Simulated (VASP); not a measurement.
# MgS (Fm-3m) in VASP: further runs

Aim: see how the results for MgS move with the level of theory and the settings. Levels: PBE-based screened hybrid with 100 % exact exchange, PBE-based global hybrid with 100 % exact exchange. Tasks: single point.

All numbers are computed with VASP 6.6.1; they aren't measurements. Logs are shortened: lines on timing, memory, paths and dates and some standing lists are left out, and cuts for length are marked.

### 1 The cell of the first run

The structure is cubic, space group Fm-3m (No. 225). Conventional cell: a = 5.203 Å, b = 5.203 Å, c = 5.203 Å, α = 90.00°, β = 90.00°, γ = 90.00°. Within 3.4 Å of Mg (site symmetry m-3m) lie 6 S at 2.60 Å. S (site symmetry m-3m) has 6 Mg at 2.60 Å within 3.4 Å.

### 2 Single point, PBE-based screened hybrid with 100 % exact exchange

File POSCAR:

```
MgS
1.0
    0.0000000000      2.6015177399      2.6015177399
    2.6015177399      0.0000000000      2.6015177399
    2.6015177399      2.6015177399      0.0000000000
Mg S
1 1
Direct
    0.0000000000      0.0000000000      0.0000000000
    0.5000000000      0.5000000000      0.5000000000
```

File INCAR.step1:

```
SYSTEM = MgS
PREC = Accurate
ENCUT = 620
EDIFF = 1E-5
ISMEAR = 0
SIGMA = 0.01
LREAL = .FALSE.
LASPH = .TRUE.
NELM = 120
ALGO = Normal
ISIF = 2
LWAVE = .TRUE.
LCHARG = .FALSE.
NBANDS = 15
GGA = PE
GGA_COMPAT = .FALSE.
```

File INCAR.step2:

```
SYSTEM = MgS
PREC = Accurate
ENCUT = 620
EDIFF = 1E-6
ISMEAR = 0
SIGMA = 0.01
LREAL = .FALSE.
LASPH = .TRUE.
NELM = 120
ALGO = Normal
ISIF = 2
LWAVE = .FALSE.
LCHARG = .FALSE.
GGA = PE
LHFCALC = .TRUE.
AEXX = 1.0
HFSCREEN = 0.5
PRECFOCK = Normal
NBANDS = 15
ISTART = 1
ALDAC = 1.0
AGGAC = 1.0
GGA_COMPAT = .FALSE.
```

File KPOINTS:

```
regular mesh
0
G
  4 4 4
  0 0 0
```

Potentials or basis: VASP PAW PBE potentials, release 64 (Mg_sv, S).

Run with:

```console
cat potpaw_PBE.64/Mg_sv/POTCAR potpaw_PBE.64/S/POTCAR > POTCAR
cp INCAR.step1 INCAR
mpirun -np 1 vasp_std > vasp.out
cp INCAR.step2 INCAR
mpirun -np 1 vasp_std > vasp.out
```

OUTCAR:

```text
SYSTEM = MgS
   PREC = Accurate
   ENCUT = 620
   EDIFF = 1E-6
   ISMEAR = 0
   LREAL = .FALSE.
   LASPH = .TRUE.
   NELM = 120
   ISIF = 2
   GGA = PE
   LHFCALC = .TRUE.
   AEXX = 1.0
   HFSCREEN = 0.5
   PRECFOCK = Normal
   ISTART = 1

 ion  position               nearest neighbor table
   1  0.000  0.000  0.000-
   2  0.500  0.500  0.500-

  LATTYP: Found a face centered cubic cell.
 ALAT       =     5.2030354798

  Lattice vectors:

 A1 = (   0.0000000000,   2.6015177399,   2.6015177399)
 A2 = (   2.6015177399,   0.0000000000,   2.6015177399)
 A3 = (   2.6015177399,   2.6015177399,   0.0000000000)

Analysis of symmetry for initial positions (statically):
=====================================================================
 Subroutine PRICEL returns:
 Original cell was already a primitive cell.

 Routine SETGRP: Setting up the symmetry group for a
 face centered cubic supercell.

 Subroutine GETGRP returns: Found 48 space group operations
 (whereof 48 operations were pure point group operations)
 out of a pool of 48 trial point group operations.

The static configuration has the point symmetry O_h .

Analysis of symmetry for dynamics (positions and initial velocities):
=====================================================================
 Subroutine PRICEL returns:
 Original cell was already a primitive cell.

 Routine SETGRP: Setting up the symmetry group for a
 face centered cubic supercell.

 Subroutine GETGRP returns: Found 48 space group operations
 (whereof 48 operations were pure point group operations)
 out of a pool of 48 trial point group operations.

The dynamic configuration has the point symmetry O_h .

 Subroutine INISYM returns: Found 48 space group operations
 (whereof 48 operations are pure point group operations),
 and found     1 'primitive' translations

----------------------------------------------------------------------------------------

                                     Primitive cell

  volume of cell :      35.2136

  direct lattice vectors                    reciprocal lattice vectors
     0.000000000  2.601517740  2.601517740    -0.192195499  0.192195499  0.192195499
     2.601517740  0.000000000  2.601517740     0.192195499 -0.192195499  0.192195499
     2.601517740  2.601517740  0.000000000     0.192195499  0.192195499 -0.192195499

  length of vectors
     3.679101671  3.679101671  3.679101671     0.332892369  0.332892369  0.332892369

  position of ions in fractional coordinates (direct lattice)
     0.000000000  0.000000000  0.000000000
     0.500000000  0.500000000  0.500000000

  ion indices of the primitive-cell ions
   primitive index   ion index
                 1           1
                 2           2

----------------------------------------------------------------------------------------

 KPOINTS: regular mesh

Automatic generation of k-mesh.
 Grid dimensions read from file:
 generate k-points for:    4    4    4

 Generating k-lattice:

  Cartesian coordinates                     Fractional coordinates (reciprocal lattice)
    -0.048048875  0.048048875  0.048048875     0.250000000  0.000000000  0.000000000
     0.048048875 -0.048048875  0.048048875     0.000000000  0.250000000  0.000000000
     0.048048875  0.048048875 -0.048048875     0.000000000  0.000000000  0.250000000

  Length of vectors
     0.083223092  0.083223092  0.083223092

  Shift w.r.t. Gamma in fractional coordinates (k-lattice)
     0.000000000  0.000000000  0.000000000

 Subroutine IBZKPT returns following result:
 ===========================================

 Found      8 irreducible k-points:

 Following reciprocal coordinates:
            Coordinates               Weight
  0.000000  0.000000  0.000000      1.000000
  0.250000  0.000000  0.000000      8.000000
  0.500000  0.000000  0.000000      4.000000
  0.250000  0.250000  0.000000      6.000000
  0.500000  0.250000  0.000000     24.000000
 -0.250000  0.250000  0.000000     12.000000
  0.500000  0.500000  0.000000      3.000000
 -0.250000  0.500000  0.250000      6.000000
   k-points           NKPTS =      8   k-points in BZ     NKDIM =     64   number of bands    NBANDS=     15
   number of dos      NEDOS =    301   number of ions     NIONS =      2
   total plane-waves  NPLWV =  27000
   dimension x,y,z NGX =    30 NGY =   30 NGZ =   30
   dimension x,y,z NGXF=    60 NGYF=   60 NGZF=   60
   ions per type =               1   1
   NGX,Y,Z   is equivalent  to a cutoff of  13.56, 13.56, 13.56 a.u.
   NGXF,Y,Z  is equivalent  to a cutoff of  27.11, 27.11, 27.11 a.u.
 SYSTEM =  MgS
   PREC   = accura    normal or accurate (medium, high low for compatibility)
   ISTART =      1    job   : 0-new  1-cont  2-samecut
   ICHARG =      0    charge: 1-file 2-atom 10-const
   ISPIN  =      1    spin polarized calculation?
   LNONCOLLINEAR =      F non collinear calculations
   LSORBIT =      F    spin-orbit coupling
   LASPH  =      T    aspherical Exc in radial PAW
   ENCUT  =  620.0 eV  45.57 Ry    6.75 a.u.   7.47  7.47  7.47*2*pi/ulx,y,z
   NELM   =    120;   NELMIN=  2; NELMDL=  0     # of ELM steps
   EDIFF  = 0.1E-05   stopping-criterion for ELM
   LREAL  =      F    real-space projection
   EDIFFG = 0.1E-04   stopping-criterion for IOM
   NSW    =      0    number of steps for IOM
   IBRION =     -1    ionic relax: 0-MD 1-quasi-New 2-CG
   NFREE  =      0    steps in history (QN), initial steepest desc. (CG)
   ISIF   =      2    stress and relaxation
   ISYM   =      3    0-nonsym 1-usesym 2-fastsym
   POTIM  = 0.5000    time-step for ionic-motion
   TEBEG  =    0.0;   TEEND  =   0.0 temperature during run
   PSTRESS=    0.0 pullay stress
   NELECT =      16.0000    total number of electrons
   NUPDOWN=      -1.0000    fix difference up-down
   EMIN   =  10.00;   EMAX   =-10.00  energy-range for DOS
   EFERMI =   0.00;   METHOD = LEGACY
   ISMEAR =     0;   SIGMA  =   0.01  broadening in eV -4-tet -1-fermi 0-gaus
   EFERMI_NEDOS =   21; number of points for ismear=-14 and -15
   IALGO  =     38    algorithm
   IMIX   =      1    mixing-type and parameters
     AMIX     =   0.40;   BMIX     =  1.00
     AMIX_MAG =   1.60;   BMIX_MAG =  1.00
  volume/ion in A,a.u.               =      17.61       118.82
  Fermi-wavevector in a.u.,A,eV,Ry     =   1.258572  2.378356 21.551673  1.584003
  Thomas-Fermi vector in A             =   2.392175
   LORBIT       =      0    0 simple, 1 ext, 2 COOP (PROOUT), +10 PAW based schemes
   GGA     = PE    functional components
   LHFCALC =     T    Hartree Fock is set to
   PRECFOCK=normal    Normal, Fast or Accurate (Low or Medium for compatibility)
   ENCUT4O =  -1.0   cutoff for four orbital integrals eV
   NKREDX  =     1    reduce k-point grid by
   NKREDY  =     1    reduce k-point grid by
   NKREDZ  =     1    reduce k-point grid by
   AEXX    =    1.0000 exact exchange contribution
   HFSCREEN=    0.5000 screening length (either q_TF or 0.3 A-1)
   HFSCREENC=   0.5000 screening length for correlation (either q_TF or 0.3 A-1)
   ENCUTFOCK=  -1.0 apply spherical cutoff to Coloumb kernel
   IVDW    =     0    specifies the selected vdW correction
   LEPSILON=     F    determine dielectric tensor
   LRPA    =     F    only Hartree local field effects (RPA)
 non-spin polarized calculation
 Gauss-broadening in eV      SIGMA  =   0.01
  energy-cutoff  :      620.00
  volume of cell :       35.21
 maximum number of plane-waves:      1243
 NGX is ok and might be reduce to    30
  NGX = 24; NGY = 24; NGZ = 24

 number of electron      15.9999981 magnetization

 Free energy of the ion-electron system (eV)
  ---------------------------------------------------
  ext. energy  EPLUGINS =         0.00000000
  ---------------------------------------------------
  free energy    TOTEN  =       -11.97025567 eV

  energy without entropy =      -11.97025567  energy(sigma->0) =      -11.97025567

 E-fermi :   2.2263     XC(G=0):  -4.7958

 val. band max:        2.1362135124   @ k =   0.0000   0.0000   0.0000
 cond. band min:       6.9944195278   @ k =   0.5000   0.5000   0.0000
 fundamental gap:      4.8582060153
 Fermi energy:         2.2263075680

 k-point     1 :       0.0000    0.0000    0.0000
  band No.  band energies     occupation
      1     -90.9855      2.00000
      2     -50.3838      2.00000
      3     -50.3838      2.00000
      4     -50.3838      2.00000
      5     -14.3072      2.00000
      6       2.1362      2.00000
      7       2.1362      2.00000
      8       2.1362      2.00000
      9       8.2760      0.00000
     10      12.3769      0.00000
     11      12.3769      0.00000
     12      12.3769      0.00000
     13      15.2245      0.00000
     14      15.2245      0.00000
     15      17.1434      0.00000

 k-point     2 :       0.2500    0.0000    0.0000
  band No.  band energies     occupation
      1     -90.9851      2.00000
      2     -50.3879      2.00000
      3     -50.3842      2.00000
      4     -50.3842      2.00000
      5     -13.6142      2.00000
      6      -1.0559      2.00000
      7       1.7387      2.00000
      8       1.7387      2.00000
      9       9.3425      0.00000
     10      12.3830      0.00000
     11      12.3830      0.00000
     12      13.1515      0.00000
     13      15.1317      0.00000
     14      15.1317      0.00000
     15      17.0722      0.00000

 k-point     3 :       0.5000    0.0000    0.0000
  band No.  band energies     occupation
      1     -90.9848      2.00000
      2     -50.3919      2.00000
      3     -50.3845      2.00000
      4     -50.3845      2.00000
      5     -12.7216      2.00000
      6      -3.4865      2.00000
      7       1.3994      2.00000
      8       1.3994      2.00000
      9       8.7493      0.00000
     10      11.3983      0.00000
     11      11.3983      0.00000
     12      15.6125      0.00000
     13      17.2535      0.00000
     14      19.9117      0.00000
     15      19.9117      0.00000

 k-point     4 :       0.2500    0.2500    0.0000
  band No.  band energies     occupation
      1     -90.9849      2.00000
      2     -50.3873      2.00000
      3     -50.3854      2.00000
      4     -50.3853      2.00000
      5     -13.3962      2.00000
      6      -0.7656      2.00000
      7       0.9848      2.00000
      8       0.9848      2.00000
      9       9.4944      0.00000
     10       9.7307      0.00000
     11      13.1321      0.00000
     12      15.1010      0.00000
     13      15.1010      0.00000
     14      16.3882      0.00000
     15      20.9087      0.00000

 k-point     5 :       0.5000    0.2500    0.0000
  band No.  band energies     occupation
      1     -90.9846      2.00000
      2     -50.3903      2.00000
      3     -50.3867      2.00000
      4     -50.3857      2.00000
      5     -12.5152      2.00000
      6      -2.5695      2.00000
      7      -0.4212      2.00000
      8       0.6885      2.00000
      9       8.6890      0.00000
     10      11.1699      0.00000
     11      13.6070      0.00000
     12      13.8084      0.00000
     13      18.2633      0.00000
     14      20.0639      0.00000
     15      20.9075      0.00000

 k-point     6 :      -0.2500    0.2500    0.0000
  band No.  band energies     occupation
      1     -90.9848      2.00000
      2     -50.3895      2.00000
      3     -50.3871      2.00000
      4     -50.3845      2.00000
      5     -12.8007      2.00000
      6      -2.1209      2.00000
      7      -0.5796      2.00000
      8       1.3620      2.00000
      9      10.0633      0.00000
     10      12.4060      0.00000
     11      12.5059      0.00000
     12      12.6871      0.00000
     13      15.2981      0.00000
     14      19.4452      0.00000
     15      20.7373      0.00000

 k-point     7 :       0.5000    0.5000    0.0000
  band No.  band energies     occupation
      1     -90.9845      2.00000
      2     -50.3908      2.00000
      3     -50.3868      2.00000
      4     -50.3868      2.00000
      5     -12.2642      2.00000
      6      -2.8264      2.00000
      7       0.1162      2.00000
      8       0.1162      2.00000
      9       6.9944      0.00000
     10       8.3399      0.00000
     11      17.5146      0.00000
     12      18.1753      0.00000
     13      19.0407      0.00000
     14      19.0407      0.00000
     15      21.5665      0.00000

 k-point     8 :      -0.2500    0.5000    0.2500
  band No.  band energies     occupation
      1     -90.9845      2.00000
      2     -50.3888      2.00000
      3     -50.3888      2.00000
      4     -50.3867      2.00000
      5     -12.2166      2.00000
      6      -1.6576      2.00000
      7      -1.6576      2.00000
      8      -0.5049      2.00000
      9       9.7092      0.00000
     10      12.4558      0.00000
     11      12.4558      0.00000
     12      12.8580      0.00000
     13      20.0047      0.00000
     14      20.0047      0.00000
     15      21.4126      0.00000

------------------------ aborting loop because EDIFF is reached ----------------------------------------

  FORCE on cell =-STRESS in cart. coord.  units (eV):
  Direction    XX          YY          ZZ          XY          YZ          ZX
  --------------------------------------------------------------------------------------
  -------------------------------------------------------------------------------------
  Total       -0.5707814     -0.5707814     -0.5707814      0.0000000     -0.0000000      0.0000000
  in kB      -25.9698831    -25.9698831    -25.9698831      0.0000000     -0.0000000      0.0000000
  external PRESSURE =     -25.9698831 kB  Pullay stress =       0.0000000 kB

 VOLUME and BASIS-vectors are now :
 -----------------------------------------------------------------------------
  energy-cutoff  :      620.00
  volume of cell :       35.21
      direct lattice vectors                 reciprocal lattice vectors
     0.000000000  2.601517740  2.601517740    -0.192195499  0.192195499  0.192195499
     2.601517740  0.000000000  2.601517740     0.192195499 -0.192195499  0.192195499
     2.601517740  2.601517740  0.000000000     0.192195499  0.192195499 -0.192195499

 POSITION                                       TOTAL-FORCE (eV/Angst)
 -----------------------------------------------------------------------------------
      0.00000      0.00000      0.00000         0.000000      0.000000      0.000000
      2.60152      2.60152      2.60152        -0.000000     -0.000000      0.000000
 -----------------------------------------------------------------------------------
    total drift:                                0.000000      0.000000      0.000000

  FREE ENERGIE OF THE ION-ELECTRON SYSTEM (eV)
  ---------------------------------------------------
  free  energy   TOTEN  =       -11.9702556670 eV

  energy  without entropy=      -11.9702556670  energy(sigma->0) =      -11.97025567
```

Wall time 2.4 min (1 thread of AMD EPYC 9R45 (Zen 5), shared host); peak memory 0.24 GiB.

Results:

| Quantity | Value |
| --- | --- |
| Free energy | -11.9703 eV |
| Pressure | -2.6 GPa |
| Band gap on the k mesh | 4.86 eV (least direct gap 6.14 eV) |

Caveat: the k points lie up to 0.52 Å⁻¹ apart; the PAW data sets were made with another functional, which shifts forces and pressure a little. A k mesh can miss the band edges.

### 3 Single point, PBE-based global hybrid with 100 % exact exchange

POSCAR is that of step 2.

File INCAR.step1:

```
SYSTEM = MgS
PREC = Accurate
ENCUT = 620
EDIFF = 1E-5
ISMEAR = 0
SIGMA = 0.01
LREAL = .False.
LASPH = .True.
NELM = 120
ALGO = Normal
ISIF = 2
LWAVE = .True.
LCHARG = .False.
GGA = PE
NBANDS = 15
GGA_COMPAT = .False.
```

File INCAR.step2:

```
SYSTEM = MgS
PREC = Accurate
ENCUT = 620
EDIFF = 1E-6
ISMEAR = 0
SIGMA = 0.01
LREAL = .False.
LASPH = .True.
NELM = 120
ALGO = Normal
ISIF = 2
LWAVE = .False.
LCHARG = .False.
GGA = PE
LHFCALC = .True.
AEXX = 1.0
PRECFOCK = Normal
ISTART = 1
NBANDS = 15
ALDAC = 1.0
AGGAC = 1.0
GGA_COMPAT = .False.
```

File KPOINTS:

```
regular mesh
0
Gamma
  4 4 4
  0 0 0
```

Potentials or basis: VASP PAW PBE potentials, release 64 (Mg_sv, S).

Run with:

```console
cat potpaw_PBE.64/Mg_sv/POTCAR potpaw_PBE.64/S/POTCAR > POTCAR
cp INCAR.step1 INCAR
mpirun -np 1 vasp_std > vasp.out
cp INCAR.step2 INCAR
mpirun -np 1 vasp_std > vasp.out
```

It took 2.8 min on 1 thread of AMD EPYC 9R45 (Zen 5), shared host; peak memory 0.14 GiB.

The run converged. Its results:

```
Free energy            : -16.8449 eV
Pressure               : -4.6 GPa
Band gap on the k mesh : 10.29 eV (least direct gap 11.60 eV)
```

Levels at points of the mesh, in eV from the valence-band top:
```tsv
k point	band 6	band 7	band 8	band 9	band 10	band 11
(0.00, 0.00, 0.00)	0.00	0.00	0.00	11.60	15.84	15.84
(0.50, 0.00, 0.00)	-6.49	-0.83	-0.83	11.91	14.89	14.89
(0.50, 0.50, 0.00)	-5.76	-2.31	-2.31	10.29	11.41	21.31
```

Caveat: the k points lie up to 0.52 Å⁻¹ apart; the PAW data sets were made with another functional, which shifts forces and pressure a little. A k mesh can miss the band edges.
